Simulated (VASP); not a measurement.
# Li (P1) in VASP: single point with PBE

Aim: the single point of Li with PBE.

Everything below comes from runs of VASP 6.6.1. Logs are shortened: lines on timing, memory, paths and dates and some standing lists are left out, and cuts for length are marked.

## 1. The cell of the first run

The typed cell holds 4 atoms: a = 2.910 Å, b = 2.909 Å, c = 9.872 Å, α = 89.79°, β = 89.95°, γ = 120.03°.

## 2. Single point, PBE (atoms moved at random and the cell strained at random)

Input file INCAR:

```
PREC = Accurate
ENCUT = 520
EDIFF = 1E-6
ISMEAR = 0
SIGMA = 0.1
LREAL = F
LASPH = T
NELM = 100
ALGO = Fast
ISIF = 2
LWAVE = F
LCHARG = F
GGA = PE
NBANDS = 14
```

Input file KPOINTS:

```
Automatic mesh
0
Gamma
  14 14 4
```

Input file POSCAR:

```
Li
1.0
    2.9098544880     -0.0005461894      0.0012440981
   -1.4554002579      2.5192035821      0.0054220176
    0.0041886451      0.0234972776      9.8715128232
Li
4
Direct
    0.0222254735     -0.0007839093      0.0012626995
    0.3302404831      0.6904046609      0.2550282846
   -0.0057592339     -0.0366306349      0.4904015264
    0.6532899817      0.3470098833      0.7533074895
```

Potentials or basis: VASP PAW PBE potentials, release 64 (Li_sv).

Run with:

```
cat potpaw_PBE.64/Li_sv/POTCAR > POTCAR
mpirun -np 1 vasp_std > vasp.out
```

OUTCAR:

```text
PREC = Accurate
   ENCUT = 520
   EDIFF = 1E-6
   ISMEAR = 0
   LREAL = F
   LASPH = T
   NELM = 100
   ISIF = 2
   GGA = PE

 ion  position               nearest neighbor table
   1  0.022  0.999  0.001-
   2  0.330  0.690  0.255-
   3  0.994  0.963  0.490-
   4  0.653  0.347  0.753-

  LATTYP: Found a triclinic cell.
 ALAT       =     2.9084560520
 B/A-ratio  =     1.0003244133
 C/A-ratio  =     3.3940831495
 COS(alpha) =     0.0037124242
 COS(beta)  =     0.0045654516
 COS(gamma) =     0.4996813207

  Lattice vectors:

 A1 = (   1.4544542301,   2.5186573927,   0.0066661157)
 A2 = (  -1.4554002579,   2.5192035821,   0.0054220176)
 A3 = (   0.0041886451,   0.0234972776,   9.8715128232)

Analysis of symmetry for initial positions (statically):
=====================================================================
 Subroutine PRICEL returns:
 Original cell was already a primitive cell.

 Routine SETGRP: Setting up the symmetry group for a
 triclinic supercell.

 Subroutine GETGRP returns: Found  1 space group operations
 (whereof  1 operations were pure point group operations)
 out of a pool of  2 trial point group operations.

The static configuration has the point symmetry C_1 .

Analysis of symmetry for dynamics (positions and initial velocities):
=====================================================================
 Subroutine PRICEL returns:
 Original cell was already a primitive cell.

 Routine SETGRP: Setting up the symmetry group for a
 triclinic supercell.

 Subroutine GETGRP returns: Found  1 space group operations
 (whereof  1 operations were pure point group operations)
 out of a pool of  2 trial point group operations.

The dynamic configuration has the point symmetry C_1 .

 Subroutine INISYM returns: Found  1 space group operations
 (whereof  1 operations are pure point group operations),
 and found     1 'primitive' translations

----------------------------------------------------------------------------------------

                                     Primitive cell

  volume of cell :      72.3550

  direct lattice vectors                    reciprocal lattice vectors
[... 98 lines left out ...]
   ISYM   =      2    0-nonsym 1-usesym 2-fastsym
   POTIM  = 0.5000    time-step for ionic-motion
   TEBEG  =    0.0;   TEEND  =   0.0 temperature during run
   PSTRESS=    0.0 pullay stress
   NELECT =      12.0000    total number of electrons
   NUPDOWN=      -1.0000    fix difference up-down
   EMIN   =  10.00;   EMAX   =-10.00  energy-range for DOS
   EFERMI =   0.00;   METHOD = LEGACY
   ISMEAR =     0;   SIGMA  =   0.10  broadening in eV -4-tet -1-fermi 0-gaus
   EFERMI_NEDOS =   21; number of points for ismear=-14 and -15
   IALGO  =     68    algorithm
   IMIX   =      4    mixing-type and parameters
     AMIX     =   0.40;   BMIX     =  1.00
     AMIX_MAG =   1.60;   BMIX_MAG =  1.00
  volume/ion in A,a.u.               =      18.09       122.07
  Fermi-wavevector in a.u.,A,eV,Ry     =   0.899454  1.699722 11.007356  0.809018
  Thomas-Fermi vector in A             =   2.022290
   LORBIT       =      0    0 simple, 1 ext, 2 COOP (PROOUT), +10 PAW based schemes
   GGA     = PE    functional components
   LHFCALC =     F    Hartree Fock is set to
   AEXX    =    0.0000 exact exchange contribution
   IVDW    =     0    specifies the selected vdW correction
   LEPSILON=     F    determine dielectric tensor
   LRPA    =     F    only Hartree local field effects (RPA)
 non-spin polarized calculation
 RMM-DIIS sequential band-by-band and
 Gauss-broadening in eV      SIGMA  =   0.10
  energy-cutoff  :      520.00
  volume of cell :       72.36
 maximum number of plane-waves:      2002
 NGX is ok and might be reduce to    24
   NGX = 11   NGY = 11   NGZ = 37

 number of electron      11.9999997 magnetization

 Free energy of the ion-electron system (eV)
  ---------------------------------------------------
  ext. energy  EPLUGINS =         0.00000000
  ---------------------------------------------------
  free energy    TOTEN  =        -7.55812036 eV

  energy without entropy =       -7.54831097  energy(sigma->0) =       -7.55321566

 E-fermi :   0.9120     XC(G=0):  -7.3256

 val. band max:        0.9117032636   @ k =  -0.2857   0.2143   0.5000
 cond. band min:       0.9128964217   @ k =  -0.2857   0.0714   0.5000
 fundamental gap:      0.0011931581
 Fermi energy:         0.9119770634

 k-point     1 :       0.0000    0.0000    0.0000
  band No.  band energies     occupation
      1     -45.4352      2.00000
      2     -45.3881      2.00000
      3     -45.3684      2.00000
      4     -45.3175      2.00000
      5      -2.7426      2.00000
      6      -1.6820      2.00000
      7      -1.6107      2.00000
      8       0.6820      1.99886
      9       3.9487      0.00000
     10       8.7232      0.00000
     11       9.2367      0.00000
     12      14.9286      0.00000
     13      15.0222      0.00000
     14      15.5954      0.00000
[... 377 lines left out ...]
      1     -45.4281      2.00000
      2     -45.3816      2.00000
      3     -45.3612      2.00000
      4     -45.3113      2.00000
      5      -2.1380      2.00000
      6      -1.0636      2.00000
      7      -0.9712      2.00000
      8       1.5121      0.00000
      9       4.1430      0.00000
     10       9.0036      0.00000
     11       9.3564      0.00000
     12      11.2178      0.00000
     13      11.7274      0.00000
     14      12.1668      0.00000

 [... further k-points ...]

------------------------ aborting loop because EDIFF is reached ----------------------------------------

  FORCE on cell =-STRESS in cart. coord.  units (eV):
  Direction    XX          YY          ZZ          XY          YZ          ZX
  --------------------------------------------------------------------------------------
  -------------------------------------------------------------------------------------
  Total        1.0053306      0.9791917      0.5081732      0.0030802      0.0008472     -0.0193366
  in kB       22.2613181     21.6825186     11.2526229      0.0682060      0.0187606     -0.4281752
  external PRESSURE =      18.3988199 kB  Pullay stress =       0.0000000 kB

 VOLUME and BASIS-vectors are now :
 -----------------------------------------------------------------------------
  energy-cutoff  :      520.00
  volume of cell :       72.36
      direct lattice vectors                 reciprocal lattice vectors
     2.909854488 -0.000546189  0.001244098     0.343697331  0.198562967 -0.000618478
    -1.455400258  2.519203582  0.005422018     0.000074922  0.396996166 -0.000945006
     0.004188645  0.023497278  9.871512823    -0.000043357 -0.000243078  0.101302193

 POSITION                                       TOTAL-FORCE (eV/Angst)
 -----------------------------------------------------------------------------------
     -1.38958      2.51725      0.01791        -0.019655      0.005266      0.040547
     -0.04280      1.74508      2.52167         0.021451     -0.018611     -0.161202
      1.49306      2.43790      4.84747        -0.015905      0.023090      0.221770
      1.39910      0.89153      7.43898         0.014109     -0.009745     -0.101116
 -----------------------------------------------------------------------------------
    total drift:                                0.000017     -0.000005      0.000186

  FREE ENERGIE OF THE ION-ELECTRON SYSTEM (eV)
  ---------------------------------------------------
  free  energy   TOTEN  =        -7.5581203612 eV

  energy  without entropy=       -7.5483109676  energy(sigma->0) =       -7.55321566
```

OSZICAR:

```text
N       E                     dE             d eps       ncg     rms          rms(c)
DAV:   1     0.450582201574E+02    0.45058E+02   -0.49563E+03 11088   0.830E+02
DAV:   2     0.319158253961E+01   -0.41867E+02   -0.40268E+02 13166   0.193E+02
DAV:   3    -0.734487664757E+01   -0.10536E+02   -0.10414E+02 21486   0.483E+01
DAV:   4    -0.757110556388E+01   -0.22623E+00   -0.22608E+00 14318   0.130E+01
DAV:   5    -0.758026428835E+01   -0.91587E-02   -0.91583E-02 18190   0.187E+00    0.517E-01
RMM:   6    -0.756126610632E+01    0.18998E-01   -0.33659E-03 16248   0.428E-01    0.267E-01
RMM:   7    -0.755861195459E+01    0.26542E-02   -0.21605E-03 17628   0.302E-01    0.169E-01
RMM:   8    -0.755797041970E+01    0.64153E-03   -0.24355E-03 17818   0.281E-01    0.560E-02
RMM:   9    -0.755808152347E+01   -0.11110E-03   -0.11135E-03 19949   0.177E-01    0.375E-02
RMM:  10    -0.755811803415E+01   -0.36511E-04   -0.29680E-04 20110   0.929E-02    0.267E-02
RMM:  11    -0.755811392455E+01    0.41096E-05   -0.51691E-05 18918   0.358E-02    0.129E-02
RMM:  12    -0.755811961438E+01   -0.56898E-05   -0.26284E-05 18906   0.245E-02    0.362E-03
RMM:  13    -0.755812036118E+01   -0.74680E-06   -0.69972E-06 16715   0.143E-02
   1 F= -.75581204E+01 E0= -.75532157E+01  d E =-.980939E-02
```

Wall time 9.8 min (1 thread of Intel Xeon 8259CL, shared host); peak memory 0.4 GiB.

Results:

```yaml
Free_energy: -7.5581 eV
Largest_force: 0.224 eV/Å
Band_gap_on_the_k_mesh: zero (bands 6 and 7 overlap by 4.32 eV)
```

Forces in eV/Å, atoms in the order of the input:
```
Li  -0.020  0.005  0.041
Li   0.021 -0.019 -0.161
Li  -0.016  0.023  0.222
Li   0.014 -0.010 -0.101
```

Caveat: the cell differs from its parent crystal (atoms moved at random and the cell strained at random); the cutoff is under 1.25 times the usual one of these potentials, so pressure, stress and relaxed cells hold a basis-set (Pulay) error.
